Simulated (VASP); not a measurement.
A run of VASP 6.6.1 is set up as follows.

File POSCAR:

```
C
1.0
   -1.1939981923      1.1939981923      1.1939981923
    1.1939981923     -1.1939981923      1.1939981923
    1.1939981923      1.1939981923     -1.1939981923
C
1
Direct
    0.0000000000      0.0000000000      0.0000000000
```

Contents of INCAR.step1:

```
SYSTEM = C
PREC = Accurate
ENCUT = 520
ISMEAR = -1
SIGMA = 0.1
LREAL = .False.
LASPH = .True.
NELM = 80
NBANDS = 8
GGA = PE
ALGO = Normal
EDIFF = 1E-4
LWAVE = .True.
LCHARG = .False.
```

The input INCAR.step2:

```
SYSTEM = C
PREC = Accurate
ENCUT = 520
EDIFF = 1E-6
ISMEAR = -1
SIGMA = 0.1
LREAL = .False.
LASPH = .True.
NELM = 80
ALGO = Normal
ISIF = 2
LWAVE = .False.
LCHARG = .True.
METAGGA = R2SCAN
LMIXTAU = .True.
LELF = .True.
LVHAR = .True.
NBANDS = 8
ISTART = 1
```

KPOINTS

```
regular mesh
0
Gamma
  21 21 21
  0 0 0
```

Potentials or basis: VASP PAW PBE potentials, release 64 (C).

Run with:

```bash
$ cat potpaw_PBE.64/C/POTCAR > POTCAR
$ cp INCAR.step1 INCAR
$ mpirun -np 1 vasp_std > vasp.out
$ cp INCAR.step2 INCAR
$ mpirun -np 1 vasp_std > vasp.out
```

Task: What does it give for the band gap on the k mesh?

Result: Zero (band 2 reaches 17.88 eV, above the bottom of band 3 at 3.14 eV).

Task: Estimate the pressure.

Result: -0.2 GPa.

Caveat: the PAW data sets were made with another functional, which shifts forces and pressure a little.
